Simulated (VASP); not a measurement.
# AlN (P3m1) in VASP: notebook

AlN is run at these levels: PBE; tasks: single point.

All numbers are computed with VASP 6.6.1; they aren't measurements. Logs are shortened: lines on timing, memory, paths and dates and some standing lists are left out, and cuts for length are marked.

### 1 The cell of the first run

Symmetry: P3m1, No. 156, trigonal system. The conventional cell has a = 3.089 Å, b = 3.089 Å, c = 19.631 Å, α = 90.00°, β = 90.00°, γ = 120.00°. Al (site symmetry 3m) has 3 N at 1.89 Å within 2.5 Å. Al (site symmetry 3m) has 4 N at 1.89 Å within 2.5 Å. Al (site symmetry 3m) has 4 N at 1.89 Å within 2.5 Å. Within 2.5 Å of Al (site symmetry 3m) lie 4 N at 1.89 Å. Al (site symmetry 3m) has 4 N at 1.89 Å within 2.5 Å. Within 2.5 Å of Al (site symmetry 3m) lie 4 N at 1.89 Å. N (site symmetry 3m) has 4 Al at 1.89 Å within 2.5 Å. Within 2.5 Å of N (site symmetry 3m) lie 4 Al at 1.89 Å.

### 2 Single point, PBE

INCAR reads:

```
SYSTEM = AlN
  PREC = Accurate
  ENCUT = 520
  EDIFF = 1E-6
  ISMEAR = 0
  SIGMA = 0.05
  LREAL = .FALSE.
  LASPH = .TRUE.
  NELM = 80
  ALGO = Normal
  ISIF = 2
  LWAVE = .FALSE.
  LCHARG = .FALSE.
  GGA = PE
  NBANDS = 36
```

KPOINTS reads:

```
regular mesh
0
G
  8 8 2
  0 0 0
```

POSCAR reads:

```
AlN
1.0
    2.1839935596     -2.1839935596      0.0000000000
    2.1839935596      0.0000000000     -2.1839935596
   11.3340504498     11.3340504498     11.3340504498
Al N
6 6
Direct
    0.6666666667      0.6666666667      0.0481475879
    0.0000000000      0.0000000000      0.6904579927
    0.3333333333      0.3333333333      0.1766096689
    0.6666666667      0.6666666667      0.4335338308
    0.0000000000      0.0000000000      0.3050717498
    0.3333333333      0.3333333333      0.5619959118
    0.6666666667      0.6666666667      0.3371872701
    1.0000000000      1.0000000000      0.2087251891
    0.3333333333      0.3333333333      0.4656493510
    0.6666666667      0.6666666667      0.7225735129
    0.0000000000      0.0000000000      0.5941114320
    0.3333333333      0.3333333333      0.0802631082
```

Potentials or basis: VASP PAW PBE potentials, release 64 (Al, N).

The run is started by

```bash
$ cat potpaw_PBE.64/Al/POTCAR potpaw_PBE.64/N/POTCAR > POTCAR
$ mpirun -np 1 vasp_std > vasp.out
```

OUTCAR:

```text
SYSTEM = AlN
   PREC = Accurate
   ENCUT = 520
   EDIFF = 1E-6
   ISMEAR = 0
   LREAL = .FALSE.
   LASPH = .TRUE.
   NELM = 80
   ISIF = 2
   GGA = PE

 ion  position               nearest neighbor table
   1  0.667  0.667  0.048-  12 1.89  12 1.89  12 1.89   3 3.09   3 3.09   3 3.09
   2  0.000  0.000  0.690-  10 1.89  11 1.89  10 1.89  10 1.89   6 3.09   6 3.09   6 3.09
   3  0.333  0.333  0.177-   8 1.89  12 1.89   8 1.89   8 1.89   5 3.09   5 3.09   5 3.09   1 3.09
                             1 3.09   1 3.09
   4  0.667  0.667  0.434-   9 1.89   9 1.89   7 1.89   9 1.89   6 3.09   6 3.09   5 3.09   5 3.09
                             5 3.09   6 3.09
   5  0.000  0.000  0.305-   8 1.89   7 1.89   7 1.89   7 1.89   3 3.09   3 3.09   3 3.09   4 3.09
                             4 3.09   4 3.09
   6  0.333  0.333  0.562-  11 1.89  11 1.89  11 1.89   9 1.89   2 3.09   2 3.09   2 3.09   4 3.09
                             4 3.09   4 3.09
   7  0.667  0.667  0.337-   4 1.89   5 1.89   5 1.89   5 1.89
   8  0.000  0.000  0.209-   3 1.89   5 1.89   3 1.89   3 1.89
   9  0.333  0.333  0.466-   4 1.89   4 1.89   4 1.89   6 1.89
  10  0.667  0.667  0.723-   2 1.89   2 1.89   2 1.89
  11  0.000  0.000  0.594-   6 1.89   2 1.89   6 1.89   6 1.89
  12  0.333  0.333  0.080-   3 1.89   1 1.89   1 1.89   1 1.89

  LATTYP: Found a hexagonal cell.
 ALAT       =     3.0886333121
 C/A-ratio  =     6.3559345674

  Lattice vectors:

 A1 = (  -2.1839935596,   0.0000000000,   2.1839935596)
 A2 = (   2.1839935596,  -2.1839935596,   0.0000000000)
 A3 = (  11.3340504498,  11.3340504498,  11.3340504498)

Analysis of symmetry for initial positions (statically):
=====================================================================
 Subroutine PRICEL returns:
 Original cell was already a primitive cell.

 Routine SETGRP: Setting up the symmetry group for a
 hexagonal supercell.

 Subroutine GETGRP returns: Found  6 space group operations
 (whereof  6 operations were pure point group operations)
 out of a pool of 24 trial point group operations.

The static configuration has the point symmetry C_3v.

Analysis of symmetry for dynamics (positions and initial velocities):
=====================================================================
 Subroutine PRICEL returns:
 Original cell was already a primitive cell.

 Routine SETGRP: Setting up the symmetry group for a
 hexagonal supercell.

 Subroutine GETGRP returns: Found  6 space group operations
 (whereof  6 operations were pure point group operations)
 out of a pool of 24 trial point group operations.

[... 127 lines left out ...]
   NUPDOWN=      -1.0000    fix difference up-down
   EMIN   =  10.00;   EMAX   =-10.00  energy-range for DOS
   EFERMI =   0.00;   METHOD = LEGACY
   ISMEAR =     0;   SIGMA  =   0.05  broadening in eV -4-tet -1-fermi 0-gaus
   EFERMI_NEDOS =   21; number of points for ismear=-14 and -15
   IALGO  =     38    algorithm
   IMIX   =      4    mixing-type and parameters
     AMIX     =   0.40;   BMIX     =  1.00
     AMIX_MAG =   1.60;   BMIX_MAG =  1.00
  volume/ion in A,a.u.               =      13.52        91.21
  Fermi-wavevector in a.u.,A,eV,Ry     =   1.090985  2.061663 16.194318  1.190249
  Thomas-Fermi vector in A             =   2.227221
   LORBIT       =      0    0 simple, 1 ext, 2 COOP (PROOUT), +10 PAW based schemes
   GGA     = PE    functional components
   LHFCALC =     F    Hartree Fock is set to
   AEXX    =    0.0000 exact exchange contribution
   IVDW    =     0    specifies the selected vdW correction
   LEPSILON=     F    determine dielectric tensor
   LRPA    =     F    only Hartree local field effects (RPA)
 non-spin polarized calculation
 Gauss-broadening in eV      SIGMA  =   0.05
  energy-cutoff  :      520.00
  volume of cell :      162.18
 maximum number of plane-waves:      4384
   NGX = 11   NGY = 11   NGZ = 73

 number of electron      47.9999990 magnetization

 Free energy of the ion-electron system (eV)
  ---------------------------------------------------
  ext. energy  EPLUGINS =         0.00000000
  ---------------------------------------------------
  free energy    TOTEN  =       -84.95984274 eV

  energy without entropy =      -84.94514459  energy(sigma->0) =      -84.95249367

 E-fermi :   4.8382     XC(G=0):  -9.1916

 val. band max:        4.8296574145   @ k =   0.5000   0.1250   0.5000
 cond. band min:       4.8453253528   @ k =   0.1250   0.0000   0.5000
 fundamental gap:      0.0156679383
 Fermi energy:         4.8382350219

 k-point     1 :       0.0000    0.0000    0.0000
  band No.  band energies     occupation
      1     -13.0139      2.00000
      2     -12.1161      2.00000
      3     -11.3916      2.00000
      4     -10.6959      2.00000
      5      -9.8803      2.00000
      6      -8.3707      2.00000
[... 769 lines left out ...]
     35      13.0267      0.00000
     36      13.5245      0.00000

------------------------ aborting loop because EDIFF is reached ----------------------------------------

  FORCE on cell =-STRESS in cart. coord.  units (eV):
  Direction    XX          YY          ZZ          XY          YZ          ZX
  --------------------------------------------------------------------------------------
  -------------------------------------------------------------------------------------
  Total        2.9426401      2.9426401      2.9426401      0.6104060      0.6104060      0.6104060
  in kB       29.0695709     29.0695709     29.0695709      6.0300414      6.0300414      6.0300414
  external PRESSURE =      29.0695709 kB  Pullay stress =       0.0000000 kB

 VOLUME and BASIS-vectors are now :
 -----------------------------------------------------------------------------
  energy-cutoff  :      520.00
  volume of cell :      162.18
      direct lattice vectors                 reciprocal lattice vectors
     2.183993560 -2.183993560  0.000000000     0.152625603 -0.305251205  0.152625603
     2.183993560  0.000000000 -2.183993560     0.152625603  0.152625603 -0.305251205
    11.334050450 11.334050450 11.334050450     0.029409904  0.029409904  0.029409904

 POSITION                                       TOTAL-FORCE (eV/Angst)
 -----------------------------------------------------------------------------------
      3.45770     -0.91029     -0.91029        -0.221352     -0.221352     -0.221352
      7.82569      7.82569      7.82569         1.186301      1.186301      1.186301
      3.45770      1.27371      1.27371         0.503761      0.503761      0.503761
      7.82569      3.45770      3.45770         0.392089      0.392089      0.392089
      3.45770      3.45770      3.45770         0.397676      0.397676      0.397676
      7.82569      5.64169      5.64169         0.428085      0.428085      0.428085
      6.73369      2.36570      2.36570        -0.390851     -0.390851     -0.390851
      2.36570      2.36570      2.36570        -0.376113     -0.376113     -0.376113
      6.73369      4.54970      4.54970        -0.394622     -0.394622     -0.394622
     11.10168      6.73369      6.73369        -0.814904     -0.814904     -0.814904
      6.73369      6.73369      6.73369        -0.488083     -0.488083     -0.488083
      2.36570      0.18171      0.18171        -0.221988     -0.221988     -0.221988
 -----------------------------------------------------------------------------------
    total drift:                               -0.000106     -0.000105     -0.000105

  FREE ENERGIE OF THE ION-ELECTRON SYSTEM (eV)
  ---------------------------------------------------
  free  energy   TOTEN  =       -84.9598427439 eV

  energy  without entropy=      -84.9451445905  energy(sigma->0) =      -84.95249367
```

OSZICAR:

```text
N       E                     dE             d eps       ncg     rms          rms(c)
DAV:   1     0.224298165355E+03    0.22430E+03   -0.21495E+04  1440   0.117E+03
DAV:   2    -0.761360113893E+02   -0.30043E+03   -0.28063E+03  1868   0.246E+02
DAV:   3    -0.101901872433E+03   -0.25766E+02   -0.25529E+02  1856   0.761E+01
[... 18 lines left out ...]
DAV:  22    -0.849598427244E+02   -0.11723E-04   -0.32704E-05  1580   0.347E-02    0.160E-02
DAV:  23    -0.849598455772E+02   -0.28528E-05   -0.53124E-06  1568   0.133E-02    0.178E-02
DAV:  24    -0.849598475631E+02   -0.19859E-05   -0.14574E-06  1528   0.917E-03    0.228E-02
DAV:  25    -0.849598434341E+02    0.41290E-05   -0.72195E-07  1376   0.679E-03    0.944E-03
DAV:  26    -0.849598427439E+02    0.69019E-06   -0.37711E-07  1128   0.495E-03
   1 F= -.84959843E+02 E0= -.84952494E+02  d E =-.146982E-01
```

stdout:

```text
POSCAR found type information on POSCAR AlN
 POSCAR found :  2 types and      12 ions
 scaLAPACK will be used
 LDA part: xc-table for (Slater+PW92), standard interpolation
 POSCAR, INCAR and KPOINTS ok, starting setup
 FFT: planning ... GRIDC
 FFT: planning ... GRID_SOFT
 FFT: planning ... GRID
 WAVECAR not read
 entering main loop
```

It took 8.1 min on 1 thread of AMD EPYC 7R13, shared host; peak memory 0.28 GiB.

Results:

```
Free energy            : -84.9598 eV
Pressure               : 2.9 GPa
Largest force          : 2.055 eV/Å
Band gap on the k mesh : zero (band 24 reaches 4.97 eV, above the bottom of band 25 at 4.62 eV)
```

Forces on the atoms (eV/Å):
```
Al  -0.221 -0.221 -0.221
Al   1.186  1.186  1.186
Al   0.504  0.504  0.504
Al   0.392  0.392  0.392
Al   0.398  0.398  0.398
Al   0.428  0.428  0.428
N   -0.391 -0.391 -0.391
N   -0.376 -0.376 -0.376
N   -0.395 -0.395 -0.395
N   -0.815 -0.815 -0.815
N   -0.488 -0.488 -0.488
N   -0.222 -0.222 -0.222
```

Caveat: forces of over 1 eV/Å act on the atoms, so gaps and moduli don't describe the material at rest.

### 3 Single point, PBE

This run uses another cell than the first one, of 14.55 Å³/atom, 1.076 times its volume.

INCAR reads:

```
SYSTEM = AlN
PREC = Accurate
ENCUT = 520
EDIFF = 1E-6
ISMEAR = 0
SIGMA = 0.05
LREAL = .False.
LASPH = .True.
NELM = 80
ALGO = Normal
ISIF = 2
LWAVE = .False.
LCHARG = .False.
GGA = PE
NBANDS = 36
```

KPOINTS reads:

```
regular mesh
0
Gamma
  8 8 2
  0 0 0
```

POSCAR reads:

```
AlN
1.0
    2.1839935596     -2.1839935596      0.0000000000
    2.1839935596      0.0000000000     -2.1839935596
   12.2000758535     12.2000758535     12.2000758535
Al N
6 6
Direct
    0.6666666667      0.6666666667      0.0447298195
    0.0000000000      0.0000000000      0.6414456612
    0.3333333333      0.3333333333      0.1640729878
    0.6666666667      0.6666666667      0.4027593245
    0.0000000000      0.0000000000      0.2834161562
    0.3333333333      0.3333333333      0.5221024929
    0.6666666667      0.6666666667      0.3132519483
    1.0000000000      1.0000000000      0.1939087799
    0.3333333333      0.3333333333      0.4325951166
    0.6666666667      0.6666666667      0.6712814533
    0.0000000000      0.0000000000      0.5519382850
    0.3333333333      0.3333333333      0.0745656116
```

Potentials or basis: VASP PAW PBE potentials, release 64 (Al, N).

The run is started by

```bash
$ cat potpaw_PBE.64/Al/POTCAR potpaw_PBE.64/N/POTCAR > POTCAR
$ mpirun -np 1 vasp_std > vasp.out
```

OUTCAR:

```text
SYSTEM = AlN
   PREC = Accurate
   ENCUT = 520
   EDIFF = 1E-6
   ISMEAR = 0
   LREAL = .False.
   LASPH = .True.
   NELM = 80
   ISIF = 2
   GGA = PE

 ion  position               nearest neighbor table
   1  0.667  0.667  0.045-  12 1.89  12 1.89  12 1.89   3 3.09   3 3.09   3 3.09
   2  0.000  0.000  0.641-  11 1.89  10 1.89  10 1.89  10 1.89   6 3.09   6 3.09   6 3.09
   3  0.333  0.333  0.164-  12 1.89   8 1.89   8 1.89   8 1.89   1 3.09   1 3.09   1 3.09   5 3.09
                             5 3.09   5 3.09
   4  0.667  0.667  0.403-   7 1.89   9 1.89   9 1.89   9 1.89   5 3.09   5 3.09   5 3.09   6 3.09
                             6 3.09   6 3.09
   5  0.000  0.000  0.283-   7 1.89   7 1.89   7 1.89   8 1.89   4 3.09   4 3.09   4 3.09   3 3.09
                             3 3.09   3 3.09
   6  0.333  0.333  0.522-  11 1.89  11 1.89  11 1.89   9 1.89   2 3.09   2 3.09   2 3.09   4 3.09
                             4 3.09   4 3.09
   7  0.667  0.667  0.313-   4 1.89   5 1.89   5 1.89   5 1.89
   8  0.000  0.000  0.194-   3 1.89   3 1.89   3 1.89   5 1.89
   9  0.333  0.333  0.433-   4 1.89   4 1.89   4 1.89   6 1.89
  10  0.667  0.667  0.671-   2 1.89   2 1.89   2 1.89
[... 990 lines left out ...]

  FORCE on cell =-STRESS in cart. coord.  units (eV):
  Direction    XX          YY          ZZ          XY          YZ          ZX
  --------------------------------------------------------------------------------------
  -------------------------------------------------------------------------------------
  Total        2.9578696      2.9578696      2.9578696      0.6155446      0.6155446      0.6155446
  in kB       27.1458289     27.1458289     27.1458289      5.6491567      5.6491567      5.6491567
  external PRESSURE =      27.1458289 kB  Pullay stress =       0.0000000 kB

 VOLUME and BASIS-vectors are now :
 -----------------------------------------------------------------------------
  energy-cutoff  :      520.00
  volume of cell :      174.58
      direct lattice vectors                 reciprocal lattice vectors
     2.183993560 -2.183993560  0.000000000     0.152625603 -0.305251205  0.152625603
     2.183993560  0.000000000 -2.183993560     0.152625603  0.152625603 -0.305251205
    12.200075853 12.200075853 12.200075853     0.027322234  0.027322234  0.027322234

 POSITION                                       TOTAL-FORCE (eV/Angst)
 -----------------------------------------------------------------------------------
      3.45770     -0.91029     -0.91029        -0.223147     -0.223147     -0.223147
      7.82569      7.82569      7.82569         1.214205      1.214205      1.214205
      3.45770      1.27371      1.27371         0.494337      0.494337      0.494337
      7.82569      3.45770      3.45770         0.385685      0.385685      0.385685
      3.45770      3.45770      3.45770         0.390687      0.390687      0.390687
      7.82569      5.64169      5.64169         0.423267      0.423267      0.423267
      6.73369      2.36570      2.36570        -0.384227     -0.384227     -0.384227
      2.36570      2.36570      2.36570        -0.369398     -0.369398     -0.369398
      6.73369      4.54970      4.54970        -0.388108     -0.388108     -0.388108
     11.10168      6.73369      6.73369        -0.853066     -0.853066     -0.853066
      6.73369      6.73369      6.73369        -0.483957     -0.483957     -0.483957
      2.36570      0.18171      0.18171        -0.206277     -0.206277     -0.206277
 -----------------------------------------------------------------------------------
    total drift:                                0.000605      0.000606      0.000606

  FREE ENERGIE OF THE ION-ELECTRON SYSTEM (eV)
  ---------------------------------------------------
  free  energy   TOTEN  =       -84.9361802638 eV

  energy  without entropy=      -84.9205400575  energy(sigma->0) =      -84.92836016
```

OSZICAR:

```text
N       E                     dE             d eps       ncg     rms          rms(c)
DAV:   1     0.232702663588E+03    0.23270E+03   -0.21315E+04  1440   0.116E+03
DAV:   2    -0.731768622433E+02   -0.30588E+03   -0.28682E+03  1884   0.246E+02
DAV:   3    -0.101766271780E+03   -0.28589E+02   -0.28301E+02  1840   0.790E+01
[... 21 lines left out ...]
DAV:  25    -0.849361559831E+02    0.92246E-03   -0.58178E-05  1612   0.981E-02    0.128E-02
DAV:  26    -0.849363554735E+02   -0.19949E-03   -0.24389E-05  1656   0.408E-02    0.152E-01
DAV:  27    -0.849361792214E+02    0.17625E-03   -0.14729E-05  1504   0.407E-02    0.122E-02
DAV:  28    -0.849362483543E+02   -0.69133E-04   -0.45445E-06  1324   0.241E-02    0.932E-02
DAV:  29    -0.849361805022E+02    0.67852E-04   -0.23934E-06  1252   0.240E-02    0.118E-02
DAV:  30    -0.849361802638E+02    0.23840E-06   -0.26952E-06  1256   0.853E-03
   1 F= -.84936180E+02 E0= -.84928360E+02  d E =-.156402E-01
```

stdout:

```text
POSCAR found type information on POSCAR AlN
 POSCAR found :  2 types and      12 ions
 scaLAPACK will be used
 LDA part: xc-table for (Slater+PW92), standard interpolation
 POSCAR, INCAR and KPOINTS ok, starting setup
 FFT: planning ... GRIDC
 FFT: planning ... GRID_SOFT
 FFT: planning ... GRID
 WAVECAR not read
 entering main loop
```

Wall time 8.3 min (1 thread of AMD EPYC 7R13, shared host); peak memory 0.29 GiB.

Results:

| Property | Result |
| --- | --- |
| Free energy | -84.9362 eV |
| Pressure | 2.7 GPa |
| Largest force | 2.103 eV/Å |
| Band gap on the k mesh | zero (band 24 reaches 4.19 eV, above the bottom of band 25 at 3.84 eV) |

Forces on the atoms (eV/Å):
```
Al  -0.223 -0.223 -0.223
Al   1.214  1.214  1.214
Al   0.494  0.494  0.494
Al   0.386  0.386  0.386
Al   0.391  0.391  0.391
Al   0.423  0.423  0.423
N   -0.384 -0.384 -0.384
N   -0.369 -0.369 -0.369
N   -0.388 -0.388 -0.388
N   -0.853 -0.853 -0.853
N   -0.484 -0.484 -0.484
N   -0.206 -0.206 -0.206
```

Caveat: forces of over 1 eV/Å act on the atoms, so gaps and moduli don't describe the material at rest.

### 4 Single point, PBE

This run uses another cell than the first one, of 10.21 Å³/atom, 0.755 times its volume.

INCAR reads:

```
SYSTEM = AlN
PREC = Accurate
ENCUT = 520
EDIFF = 1E-6
ISMEAR = 0
SIGMA = 0.05
LREAL = .FALSE.
LASPH = .TRUE.
NELM = 80
ALGO = Normal
ISIF = 2
LWAVE = .FALSE.
LCHARG = .TRUE.
GGA = PE
LELF = .TRUE.
LVHAR = .TRUE.
NBANDS = 36
```

KPOINTS reads:

```
Automatic mesh
0
G
  8 8 2
  0 0 0
```

POSCAR reads:

```
AlN
1.0
    2.1839935596     -2.1839935596      0.0000000000
    2.1839935596      0.0000000000     -2.1839935596
    8.5627691576      8.5627691576      8.5627691576
Al N
6 6
Direct
    0.6666666667      0.6666666667      0.0637302233
    0.0000000000      0.0000000000      0.9139199690
    0.3333333333      0.3333333333      0.2337681725
    0.6666666667      0.6666666667      0.5738440707
    0.0000000000      0.0000000000      0.4038061216
    0.3333333333      0.3333333333      0.7438820198
    0.6666666667      0.6666666667      0.4463156089
    1.0000000000      1.0000000000      0.2762776597
    0.3333333333      0.3333333333      0.6163535580
    0.6666666667      0.6666666667      0.9564294562
    0.0000000000      0.0000000000      0.7863915071
    0.3333333333      0.3333333333      0.1062397106
```

The run is started by

```bash
$ cat potpaw_PBE.64/Al/POTCAR potpaw_PBE.64/N/POTCAR > POTCAR
$ mpirun -np 1 vasp_std > vasp.out
```

Run time: 3 min. Hardware: 1 thread of AMD EPYC 7R13, shared host; peak memory 0.23 GiB.

Results (log left out):

```yaml
Free_energy: -87.8453 eV
Pressure: 11.9 GPa
Largest_force: 9.087 eV/Å
Band_gap_on_the_k_mesh: 2.85 eV, indirect (least direct gap 3.42 eV)
```

Forces on the atoms (eV/Å):
```
Al   5.247  5.247  5.247
Al  -0.532 -0.532 -0.532
Al  -0.126 -0.126 -0.126
Al  -0.129 -0.129 -0.129
Al  -0.130 -0.130 -0.130
Al  -0.138 -0.138 -0.138
N    0.129  0.129  0.129
N    0.130  0.130  0.130
N    0.130  0.130  0.130
N   -5.016 -5.016 -5.016
N    0.136  0.136  0.136
N    0.300  0.300  0.300
```

Stress tensor (GPa, compression positive):
```
11.95  6.45  6.45
 6.45 11.95  6.45
 6.45  6.45 11.95
```

Levels at points of the mesh, in eV from the valence-band top:
| k point | band 20 | band 21 | band 22 | band 23 | band 24 | band 25 | band 26 | band 27 | band 28 | band 29 |
| --- | --- | --- | --- | --- | --- | --- | --- | --- | --- | --- |
| (0.00, 0.00, 0.00) | -0.32 | -0.27 | -0.27 | 0.00 | 0.00 | 3.89 | 5.20 | 5.31 | 6.43 | 6.77 |
| (0.50, 0.00, 0.00) | -1.72 | -1.34 | -1.05 | -0.72 | -0.57 | 2.85 | 4.19 | 4.47 | 6.71 | 6.95 |
| (0.00, 0.00, 0.50) | -0.49 | -0.27 | -0.27 | 0.00 | 0.00 | 4.24 | 4.48 | 5.91 | 6.17 | 6.83 |
| (0.50, 0.00, 0.50) | -1.42 | -1.31 | -0.99 | -0.88 | -0.58 | 3.08 | 3.54 | 5.44 | 5.67 | 7.24 |

Caveat: forces of over 1 eV/Å act on the atoms, so gaps and moduli don't describe the material at rest.

(Part 1 of 2 ends here.)
